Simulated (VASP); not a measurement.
Write the native input for VASP 6.6.1 that does the following.

- Task: single point
- Functional: PBE
- Potentials or basis: VASP PAW PBE potentials, release 64 (Li_sv, Nb_sv, O)
- Cutoff: 520 eV
- k mesh: 6 × 6 × 6
- Occupations: gaussian, width 0.05 eV
- Spin: no spin polarisation
- Dipole correction: no
- Further INCAR settings: ALGO = Normal; EDIFF = 1e-06; NBANDS = 45

The structure of LiNbO3 lies in POSCAR:

```
LiNbO3
1.0
    2.6115578418      1.5077836230      4.5982666595
   -2.6115578418      1.5077836230      4.5982666595
    0.0000000000     -3.0155672459      4.5982666595
Li Nb O
2 2 6
Direct
    0.2382201989      0.2382201989      0.2382201989
    0.7382201989      0.7382201989      0.7382201989
   -0.0033708006     -0.0033708006     -0.0033708006
    0.4966291994      0.4966291994      0.4966291994
    0.1385409901      0.3777897537      0.7583533405
    0.7583533405      0.1385409901      0.3777897537
    0.3777897537      0.7583533405      0.1385409901
    0.8777897537      0.6385409901      0.2583533405
    0.2583533405      0.8777897537      0.6385409901
    0.6385409901      0.2583533405      0.8777897537
```

This cell differs from its parent crystal: mode 1 (-212.2 1/cm) frozen in, largest displacement +0.163 Å.

The input as run:

INCAR

```
SYSTEM = LiNbO3
  ALGO = Normal
  EDIFF = 1E-6
  ENCUT = 520
  GGA = PE
  ISIF = 2
  ISMEAR = 0
  LASPH = .TRUE.
  LCHARG = .FALSE.
  LREAL = .FALSE.
  LWAVE = .FALSE.
  NBANDS = 45
  NELM = 100
  PREC = Accurate
  SIGMA = 0.05
```

KPOINTS

```
k-points
0
G
  6 6 6
  0 0 0
```

Potentials or basis: VASP PAW PBE potentials, release 64 (Li_sv, Nb_sv, O).

Command:

```console
$ cat potpaw_PBE.64/Li_sv/POTCAR potpaw_PBE.64/Nb_sv/POTCAR potpaw_PBE.64/O/POTCAR > POTCAR
$ mpirun -np 1 vasp_std > vasp.out
```

It gave:

```
Largest force          : 0.220 eV/Å
Band gap on the k mesh : 3.02 eV, indirect (least direct gap 3.07 eV)
```

Caveat: the cell differs from its parent crystal (mode 1 (-212.2 1/cm) frozen in, largest displacement +0.163 Å).

Wall time 4.3 min on 1 thread of AMD EPYC 7R13 Processor (Zen 3), with other jobs on the host, peak memory 0.28 GiB.
